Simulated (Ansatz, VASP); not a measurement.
# One calculation of AlNi3B, two programs

```
Al Ni B
1.0
     3.71429    0.00000    0.00000
     0.00000    3.71429    0.00000
     0.00000    0.00000    3.71429
Al Ni B
1 3 1
Direct
  0.50000 0.50000 0.50000
  0.50000 0.00000 0.00000
  0.00000 0.50000 0.00000
  0.00000 0.00000 0.50000
  0.00000 0.00000 0.00000
```

Alike in both runs: task single point; functional PBE; k mesh 10 × 10 × 10; occupations gaussian, width 0.1 eV; no spin polarisation.

|  | VASP | Ansatz |
| --- | --- | --- |
| version | VASP 6.6.1 | Ansatz 0.2.0 |
| potentials or method | VASP PAW PBE potentials, release 64 (Al, Ni, B), cutoff 520 eV | scalar-relativistic, plane waves, PAW |
| valence electrons in the cell | 36 | 60 |

```tsv
	VASP	Ansatz	Ansatz less VASP
gap on the k mesh at the Fermi level (eV)	none	none	-
pressure (GPa)	16.1	16.0	-0.11
```

A gap of «none» marks a metal or a gap that the smearing closes. VASP's potentials hold 36 valence electrons a cell and Ansatz's 60, so a difference there can come from the potentials and not from the codes.
